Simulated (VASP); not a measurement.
# Mg32S33 (a cell with a defect) in VASP: single point with PBEsol

Aim: the single point of Mg32S33 (a cell with a defect) with PBEsol.

Everything below comes from runs of VASP 6.6.1. Logs are shortened: lines on timing, memory, paths and dates and some standing lists are left out, and cuts for length are marked.

## (1) The cell of the first run

The cell holds a defect, 65 atoms: a = 10.364 Å, b = 10.364 Å, c = 10.364 Å, α = 90.00°, β = 90.00°, γ = 90.00°.

## (2) Single point, PBEsol

INCAR

```
PREC = Accurate
ENCUT = 520
EDIFF = 1E-6
ISMEAR = -1
SIGMA = 0.05
LREAL = Auto
LASPH = T
NELM = 100
ALGO = Normal
ISIF = 2
LWAVE = F
LCHARG = F
GGA = PS
ISYM = 0
NBANDS = 169
```

KPOINTS

```
Automatic mesh
0
Gamma
  1 1 1
  0.25 0.25 0.25
```

POSCAR

```
Mg32S33
1.0
   10.3639610000      0.0000000000      0.0000000000
    0.0000000000     10.3639610000      0.0000000000
    0.0000000000      0.0000000000     10.3639610000
S Mg
33 32
Direct
    0.2492040000      0.9975500000      0.0039690000
    0.2401940000      0.0062350000      0.5032320000
    0.2511670000      0.4968990000      0.9997060000
    0.2530020000      0.4984410000      0.4999490000
    0.7494160000      0.9955810000      0.0003830000
    0.7476120000      0.9939980000      0.5001710000
    0.7514010000      0.4949110000      0.9961730000
    0.7604760000      0.4861520000      0.4969830000
    0.0003100000      0.2461960000      0.0000460000
    0.0003390000      0.2461770000      0.5000510000
    0.0002780000      0.7462550000      0.0000600000
    0.0003000000      0.7462380000      0.5000730000
    0.5002680000      0.2462390000      0.0000890000
    0.5002930000      0.2461920000      0.5001040000
    0.5002600000      0.7462780000      0.0000430000
    0.4421030000      0.8007900000      0.5543910000
    0.0003770000      0.9952570000      0.2509930000
    0.9966240000      0.9976690000      0.7515570000
    0.0040240000      0.4947610000      0.2485590000
    0.0002790000      0.4971630000      0.7491200000
    0.5003670000      0.9929660000      0.2532810000
    0.4986220000      0.0068040000      0.7606750000
    0.5019110000      0.4857240000      0.2394550000
    0.5001800000      0.4995640000      0.7468330000
    0.2512290000      0.2458360000      0.2507420000
    0.2491770000      0.2500240000      0.7514260000
    0.2530890000      0.7460450000      0.2523140000
    0.2400430000      0.7492000000      0.7602660000
    0.7514410000      0.2423730000      0.2487050000
    0.7494040000      0.2465490000      0.7493890000
    0.7604830000      0.7433380000      0.2398500000
    0.7474570000      0.7464840000      0.7477650000
    0.5584270000      0.6917120000      0.4456410000
    0.9994250000      0.9969320000      0.0012320000
    0.9982680000      0.0009430000      0.5015200000
    0.0011720000      0.4955350000      0.9989010000
    0.0024040000      0.4915060000      0.4985830000
    0.4991710000      0.0007000000      0.0027840000
    0.5002100000      0.0159260000      0.5010850000
    0.5014460000      0.4918120000      0.9973560000
    0.5005270000      0.4765270000      0.4990450000
    0.2497770000      0.2471290000      0.0010140000
    0.2459350000      0.2482300000      0.5012360000
    0.2459200000      0.7473610000      0.0021730000
    0.2290380000      0.7443930000      0.4983880000
    0.7507980000      0.2453410000      0.9991340000
    0.7546410000      0.2441710000      0.4988820000
    0.7546340000      0.7450840000      0.9979400000
    0.7715300000      0.7479240000      0.5017050000
    0.2492530000      0.9972490000      0.2542770000
    0.2482240000      0.9988680000      0.7528150000
    0.2539170000      0.4945280000      0.2484000000
    0.2491760000      0.5003320000      0.7511320000
    0.7514380000      0.9921460000      0.2489890000
    0.7466670000      0.9979090000      0.7517330000
    0.7523590000      0.4936010000      0.2473380000
    0.7513250000      0.4952170000      0.7458770000
    0.0012300000      0.2450600000      0.2493450000
    0.9993930000      0.2473710000      0.7507360000
    0.0024090000      0.7447590000      0.2453240000
    0.9981530000      0.7476710000      0.7547770000
    0.5014840000      0.2435530000      0.2456210000
    0.4991300000      0.2489330000      0.7545070000
    0.5006240000      0.7451390000      0.2303700000
    0.4999380000      0.7473510000      0.7696510000
```

Potentials or basis: VASP PAW PBE potentials, release 64 (S, Mg).

Command:

```sh
cat potpaw_PBE.64/S/POTCAR potpaw_PBE.64/Mg/POTCAR > POTCAR
mpirun -np 1 vasp_std > vasp.out
```

OUTCAR:

```text
PREC = Accurate
   ENCUT = 520
   EDIFF = 1E-6
   ISMEAR = -1
   LREAL = Auto
   LASPH = T
   NELM = 100
   ISIF = 2
   GGA = PS
   ISYM = 0

 ion  position               nearest neighbor table
   1  0.249  0.998  0.004-  42 2.59  34 2.59  38 2.59  44 2.59  50 2.59  51 2.60
   2  0.240  0.006  0.503-  35 2.51  43 2.51  50 2.58  51 2.59  39 2.70  45 2.72
   3  0.251  0.497  1.000-  53 2.58  52 2.58  42 2.59  36 2.59  40 2.59  44 2.60
   4  0.253  0.498  0.500-  45 2.56  41 2.58  43 2.59  37 2.60  53 2.60  52 2.61
   5  0.749  0.996  0.000-  54 2.58  55 2.58  46 2.59  34 2.59  38 2.59  48 2.60
   6  0.748  0.994  0.500-  49 2.56  39 2.57  47 2.59  35 2.60  54 2.60  55 2.61
   7  0.751  0.495  0.996-  46 2.59  36 2.59  40 2.59  48 2.59  57 2.59  56 2.60
   8  0.760  0.486  0.497-  37 2.51  47 2.51  57 2.58  56 2.59  41 2.70  49 2.72
   9  0.000  0.246  0.000-  34 2.58  58 2.58  59 2.58  36 2.58  42 2.59  46 2.59
  10  0.000  0.246  0.500-  35 2.54  37 2.54  43 2.55  47 2.55  59 2.60  58 2.60
  11  0.000  0.746  0.000-  60 2.54  61 2.54  44 2.55  48 2.55  34 2.60  36 2.60
  12  0.000  0.746  0.500-  45 2.37  49 2.37  61 2.64  35 2.64  37 2.64  60 2.64
  13  0.500  0.246  0.000-  62 2.54  38 2.54  40 2.55  63 2.55  42 2.60  46 2.60
  14  0.500  0.246  0.500-  39 2.39  41 2.39  47 2.64  43 2.64  63 2.64  62 2.64
  15  0.500  0.746  0.000-  64 2.39  65 2.39  44 2.64  48 2.64  38 2.64  40 2.64
  16  0.442  0.801  0.554-  33 2.00  45 2.36  39 2.37  65 2.38
  17  0.000  0.995  0.251-  50 2.58  54 2.58  34 2.59  58 2.59  60 2.60  35 2.60
  18  0.997  0.998  0.752-  34 2.59  59 2.59  55 2.59  61 2.59  35 2.59  51 2.61
  19  0.004  0.495  0.249-  36 2.59  58 2.59  52 2.59  60 2.59  37 2.59  56 2.61
  20  0.000  0.497  0.749-  53 2.58  57 2.58  36 2.59  59 2.59  61 2.60  37 2.60
  21  0.500  0.993  0.253-  39 2.58  64 2.58  38 2.60  62 2.60  54 2.60  50 2.60
  22  0.499  0.007  0.761-  38 2.51  63 2.51  55 2.57  51 2.60  65 2.69  39 2.69
[... 8 lines left out ...]
  31  0.760  0.743  0.240-  48 2.51  60 2.51  54 2.58  56 2.59  64 2.70  49 2.72
  32  0.747  0.746  0.748-  49 2.56  65 2.58  48 2.59  61 2.60  57 2.60  55 2.61
  33  0.558  0.692  0.446-  16 2.00  49 2.36  41 2.37  64 2.38
  34  0.999  0.997  0.001-   9 2.58  18 2.59  17 2.59   1 2.59   5 2.59  11 2.60  61 3.63  54 3.63
                            44 3.64  58 3.64  60 3.64  48 3.64  46 3.64  51 3.64
  35  0.998  0.001  0.502-   2 2.51  10 2.54  18 2.59  17 2.60   6 2.60  12 2.64  49 3.52  47 3.57
                            45 3.58  43 3.63  59 3.63  58 3.64  50 3.65
  36  0.001  0.496  0.999-   9 2.58  19 2.59   7 2.59  20 2.59   3 2.59  11 2.60  60 3.63  53 3.63
                            48 3.64  59 3.64  61 3.64  44 3.64  42 3.64  56 3.64
  37  0.002  0.492  0.499-   8 2.51  10 2.54  19 2.59  20 2.60   4 2.60  12 2.64  45 3.52  43 3.57
                            49 3.58  47 3.63  58 3.63  59 3.64  57 3.65
  38  0.499  0.001  0.003-  22 2.51  13 2.54   1 2.59   5 2.59  21 2.60  15 2.64  64 3.55  62 3.56
                            65 3.57  42 3.63  46 3.64  63 3.64  55 3.65  54 3.65
  39  0.500  0.016  0.501-  16 2.37  14 2.39   6 2.57  21 2.58  22 2.69   2 2.70  47 3.54  62 3.55
                            63 3.57  43 3.57  55 3.65  50 3.65
  40  0.501  0.492  0.997-  23 2.51  13 2.55   7 2.59   3 2.59  24 2.60  15 2.64  65 3.55  63 3.56
                            64 3.57  46 3.63  42 3.64  62 3.64  52 3.65  53 3.65
  41  0.501  0.477  0.499-  33 2.37  14 2.39   4 2.58  24 2.58  23 2.69   8 2.70  43 3.54  63 3.55
                            62 3.57  47 3.57  52 3.65  57 3.65
  42  0.250  0.247  0.001-   9 2.59   1 2.59  26 2.59  25 2.59   3 2.59  13 2.60  52 3.63  38 3.63
[... 33 lines left out ...]
  59  0.999  0.247  0.751-   9 2.58  18 2.59  20 2.59  26 2.59  30 2.59  10 2.60  35 3.63  57 3.63
                            43 3.64  36 3.64  37 3.64  47 3.64  46 3.64  51 3.64
  60  0.002  0.745  0.245-  31 2.51  11 2.54  19 2.59  17 2.60  27 2.60  12 2.64  45 3.52  44 3.57
                            49 3.58  48 3.63  36 3.63  34 3.64  54 3.65
  61  0.998  0.748  0.755-  28 2.51  11 2.54  18 2.59  20 2.60  32 2.60  12 2.64  49 3.52  48 3.57
                            45 3.58  44 3.63  34 3.63  36 3.64  53 3.65
  62  0.501  0.244  0.246-  23 2.51  13 2.54  29 2.59  25 2.59  21 2.60  14 2.64  39 3.55  38 3.56
                            41 3.57  46 3.63  42 3.64  40 3.64  52 3.65  50 3.65
  63  0.499  0.249  0.755-  22 2.51  13 2.55  26 2.59  30 2.59  24 2.60  14 2.64  41 3.55  40 3.56
                            39 3.57  42 3.63  46 3.64  38 3.64  55 3.65  57 3.65
  64  0.501  0.745  0.230-  33 2.38  15 2.39  27 2.58  21 2.58  23 2.69  31 2.70  44 3.54  38 3.55
                            40 3.57  48 3.57  52 3.65  54 3.65
  65  0.500  0.747  0.770-  16 2.38  15 2.39  32 2.58  24 2.58  22 2.69  28 2.70  48 3.54  40 3.55
                            38 3.57  44 3.57  55 3.65  53 3.65

IMPORTANT INFORMATION: All symmetrisations will be switched off!
NOSYMM: (Re-)initialisation of all symmetry stuff for point group C_1.

----------------------------------------------------------------------------------------

                                     Primitive cell
[... 178 lines left out ...]
   k-points           NKPTS =      4   k-points in BZ     NKDIM =      4   number of bands    NBANDS=    169
   number of dos      NEDOS =    301   number of ions     NIONS =     65
   total plane-waves  NPLWV = 512000
   dimension x,y,z NGX =    80 NGY =   80 NGZ =   80
   dimension x,y,z NGXF=   160 NGYF=  160 NGZF=  160
   ions per type =              33  32
   NGX,Y,Z   is equivalent  to a cutoff of  12.83, 12.83, 12.83 a.u.
   NGXF,Y,Z  is equivalent  to a cutoff of  25.67, 25.67, 25.67 a.u.
 SYSTEM =  unknown system
   PREC   = accura    normal or accurate (medium, high low for compatibility)
   ISTART =      0    job   : 0-new  1-cont  2-samecut
   ICHARG =      2    charge: 1-file 2-atom 10-const
   ISPIN  =      1    spin polarized calculation?
   LNONCOLLINEAR =      F non collinear calculations
   LSORBIT =      F    spin-orbit coupling
   LASPH  =      T    aspherical Exc in radial PAW
   ENCUT  =  520.0 eV  38.22 Ry    6.18 a.u.  19.27 19.27 19.27*2*pi/ulx,y,z
   NELM   =    100;   NELMIN=  2; NELMDL= -5     # of ELM steps
   EDIFF  = 0.1E-05   stopping-criterion for ELM
   LREAL  =      T    real-space projection
   EDIFFG = 0.1E-04   stopping-criterion for IOM
   NSW    =      0    number of steps for IOM
   IBRION =     -1    ionic relax: 0-MD 1-quasi-New 2-CG
   NFREE  =      0    steps in history (QN), initial steepest desc. (CG)
   ISIF   =      2    stress and relaxation
   ISYM   =      0    0-nonsym 1-usesym 2-fastsym
   POTIM  = 0.5000    time-step for ionic-motion
   TEBEG  =    0.0;   TEEND  =   0.0 temperature during run
   PSTRESS=    0.0 pullay stress
   NELECT =     262.0000    total number of electrons
   NUPDOWN=      -1.0000    fix difference up-down
   EMIN   =  10.00;   EMAX   =-10.00  energy-range for DOS
   EFERMI =   0.00;   METHOD = LEGACY
   ISMEAR =    -1;   SIGMA  =   0.05  broadening in eV -4-tet -1-fermi 0-gaus
   EFERMI_NEDOS =   21; number of points for ismear=-14 and -15
   IALGO  =     38    algorithm
   IMIX   =      4    mixing-type and parameters
     AMIX     =   0.40;   BMIX     =  1.00
     AMIX_MAG =   1.60;   BMIX_MAG =  1.00
  volume/ion in A,a.u.               =      17.13       115.57
  Fermi-wavevector in a.u.,A,eV,Ry     =   1.010763  1.910066 13.900291  1.021643
  Thomas-Fermi vector in A             =   2.143772
   LORBIT       =      0    0 simple, 1 ext, 2 COOP (PROOUT), +10 PAW based schemes
   GGA     = PS    functional components
   LHFCALC =     F    Hartree Fock is set to
   AEXX    =    0.0000 exact exchange contribution
   IVDW    =     0    specifies the selected vdW correction
   LEPSILON=     F    determine dielectric tensor
   LRPA    =     F    only Hartree local field effects (RPA)
 non-spin polarized calculation
  energy-cutoff  :      520.00
  volume of cell :     1113.21
 maximum number of plane-waves:     30028
 NGX is ok and might be reduce to    80
   NGX = 39   NGY = 39   NGZ = 39

 number of electron     262.0000000 magnetization

 Free energy of the ion-electron system (eV)
  ---------------------------------------------------
  ext. energy  EPLUGINS =         0.00000000
  ---------------------------------------------------
  free energy    TOTEN  =      -292.33806617 eV

  energy without entropy =     -292.33806617  energy(sigma->0) =     -292.33806617

 E-fermi :   5.4816     XC(G=0):  -9.9549

 val. band max:        4.3006623463   @ k =  -0.2500   0.2500   0.2500
 cond. band min:       7.2112427754   @ k =  -0.2500   0.2500   0.2500
 fundamental gap:      2.9105804290
 Fermi energy:         5.4816126182

 k-point     1 :       0.2500    0.2500    0.2500
  band No.  band energies     occupation
      1     -10.7877      2.00000
      2      -8.6695      2.00000
      3      -8.3865      2.00000
      4      -8.3641      2.00000
      5      -8.2313      2.00000
      6      -8.0354      2.00000
[... 573 lines left out ...]
    142       8.5616      0.00000
    143       8.5687      0.00000
 [bands above 143 left out]

------------------------ aborting loop because EDIFF is reached ----------------------------------------

  FORCE on cell =-STRESS in cart. coord.  units (eV):
  Direction    XX          YY          ZZ          XY          YZ          ZX
  --------------------------------------------------------------------------------------
  -------------------------------------------------------------------------------------
  Total       15.4928666     14.6571626     14.6430672     -3.7030237      4.0135576     -3.7196121
  in kB       22.2979560     21.0951772     21.0748906     -5.3295405      5.7764733     -5.3534152
  external PRESSURE =      21.4893413 kB  Pullay stress =       0.0000000 kB

 VOLUME and BASIS-vectors are now :
 -----------------------------------------------------------------------------
  energy-cutoff  :      520.00
  volume of cell :     1113.21
      direct lattice vectors                 reciprocal lattice vectors
    10.363961000  0.000000000  0.000000000     0.096488206  0.000000000  0.000000000
     0.000000000 10.363961000  0.000000000     0.000000000  0.096488206  0.000000000
     0.000000000  0.000000000 10.363961000     0.000000000  0.000000000  0.096488206

 POSITION                                       TOTAL-FORCE (eV/Angst)
 -----------------------------------------------------------------------------------
      2.58274     10.33857      0.04113        -0.005721     -0.004109      0.000041
      2.48936      0.06462      5.21548        -0.022866      0.017127     -0.027854
      2.60308      5.14984     10.36091        -0.011015      0.005796      0.003071
      2.62210      5.16582      5.18145        -0.003206     -0.003965     -0.009479
      7.76692     10.31816      0.00397         0.013125     -0.009026      0.000200
      7.74822     10.30176      5.18375         0.002915      0.000566      0.008116
[... 57 lines left out ...]
      5.18845      7.72259      2.38755         0.005488      0.008874      0.000442
      5.18134      7.74552      7.97663        -0.007080     -0.004351      0.004801
 -----------------------------------------------------------------------------------
    total drift:                                0.004425     -0.027135     -0.007967

  FREE ENERGIE OF THE ION-ELECTRON SYSTEM (eV)
  ---------------------------------------------------
  free  energy   TOTEN  =      -292.3380661684 eV

  energy  without entropy=     -292.3380661683  energy(sigma->0) =     -292.33806617
```

Run time: 20 min. Hardware: 1 thread of Intel Xeon Platinum 8488C (Sapphire Rapids), shared host; peak memory 1.2 GiB.

What came out:

| Property | Result |
| --- | --- |
| Free energy | -292.3381 eV |
| Pressure | 2.1 GPa |
| Largest force | 0.180 eV/Å |
| Band gap on the k mesh | 2.91 eV |

Forces in eV/Å, atoms in the order of the input:
```
S   -0.006 -0.004  0.000
S   -0.023  0.017 -0.028
S   -0.011  0.006  0.003
S   -0.003 -0.004 -0.009
S    0.013 -0.009  0.000
S    0.003  0.001  0.008
S    0.004  0.003  0.004
S    0.019 -0.014  0.021
S   -0.001  0.000  0.001
S   -0.003  0.001  0.000
S   -0.001 -0.004  0.000
S   -0.002 -0.004 -0.001
S    0.003  0.000 -0.002
S    0.001  0.003 -0.002
S    0.002 -0.004 -0.002
S    0.175 -0.033 -0.028
S   -0.002 -0.005  0.009
S   -0.008 -0.001 -0.003
S    0.001  0.001  0.004
S   -0.002  0.007 -0.008
S   -0.004  0.009 -0.002
S   -0.018 -0.018 -0.021
S    0.023  0.013  0.021
S    0.006 -0.011  0.003
S   -0.011  0.001  0.010
S   -0.006  0.001 -0.006
S   -0.006 -0.008  0.000
S   -0.014 -0.021  0.003
S    0.006  0.008  0.005
S    0.009  0.002 -0.011
S    0.019  0.016 -0.004
S    0.007  0.000  0.002
S   -0.174  0.033  0.031
Mg  -0.001 -0.004 -0.002
Mg   0.007  0.005 -0.002
Mg   0.002  0.006  0.001
Mg  -0.008 -0.008  0.003
Mg  -0.001 -0.002  0.004
Mg  -0.009 -0.002 -0.007
Mg  -0.002  0.001 -0.006
Mg   0.005 -0.003  0.008
Mg   0.000  0.002 -0.002
Mg  -0.003 -0.006  0.001
Mg  -0.003  0.003 -0.006
Mg  -0.005  0.012  0.008
Mg   0.000 -0.001  0.000
Mg   0.007  0.007  0.000
Mg   0.003  0.001  0.005
Mg   0.008 -0.006 -0.009
Mg   0.002  0.003  0.006
Mg  -0.004 -0.001 -0.003
Mg  -0.003  0.001 -0.002
Mg   0.001  0.006  0.002
Mg  -0.002 -0.007 -0.003
Mg   0.004  0.003  0.001
Mg   0.005  0.003  0.002
Mg  -0.001 -0.002 -0.005
Mg   0.001  0.002  0.005
Mg   0.000  0.000 -0.004
Mg  -0.005  0.004 -0.006
Mg   0.006  0.001  0.006
Mg  -0.001 -0.007  0.000
Mg   0.000  0.007  0.001
Mg   0.005  0.009  0.000
Mg  -0.007 -0.004  0.005
```

Stress tensor (GPa, compression positive):
```
 2.23 -0.53 -0.54
-0.53  2.11  0.58
-0.54  0.58  2.11
```

Caveat: the PAW data sets were made with another functional, which shifts forces and pressure a little.
